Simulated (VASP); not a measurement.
Hg:

```xyz
3
Lattice="5.2551 0.0000 0.0000 0.0000 5.2551 0.0000 0.0000 0.0000 5.2551" Properties=species:S:1:pos:R:3 pbc="T T T"
Hg    2.6275    0.0000    0.0000
Hg    0.0000    2.6275    0.0000
Hg    0.0000    0.0000    2.6275
```

The cell was built from a structure type or drawn by symmetry, and may not be a known phase.

- Program: VASP 6.6.1
- Task: relaxation of cell and atoms
- Functional: PBE
- Potentials or basis: VASP PAW PBE potentials, release 64 (Hg_sv_GW)
- Cutoff: 500 eV
- k mesh: 4 × 4 × 4
- Occupations: gaussian, width 0.1 eV
- Spin: no spin polarisation

At the start: pressure -1.1 GPa; volume 48.37 Å³/atom.

**Question.** Where does the relaxation end?

**Answer.** Over 10 steps the energy falls by 60.2 meV/atom and the volume is 30.16 Å³/atom (-37.6 %); space group Pm-3m (No. 221, to 0.1 Å) before and after.

Step by step:
```tsv
step	energy change (eV)	largest force (eV/Å)	pressure (GPa)	volume (Å³)
1	0.0000	0.0000	-1.10	145.12
2	-0.0427	0.0000	-0.88	138.24
3	-0.0946	0.0000	-0.52	125.48
4	-0.1029	0.0000	-0.61	102.36
5	0.8962	0.0000	19.40	65.00
6	-0.1153	0.0000	-1.35	100.35
7	-0.0977	0.0000	3.55	81.40
8	-0.1685	0.0000	-0.91	94.01
9	-0.1663	0.0000	1.26	86.12
10	-0.1805	0.0000	-0.14	90.49
```

Final structure:
```
CELL_PARAMETERS angstrom
4.48946 0.00000 0.00000
0.00000 4.48946 0.00000
0.00000 0.00000 4.48946
ATOMIC_POSITIONS crystal
Hg 0.50000 0.00000 0.00000
Hg 0.00000 0.50000 0.00000
Hg 0.00000 0.00000 0.50000
```

Caveat: the volume moved by over 15 % at a fixed basis, so the end points are rough.
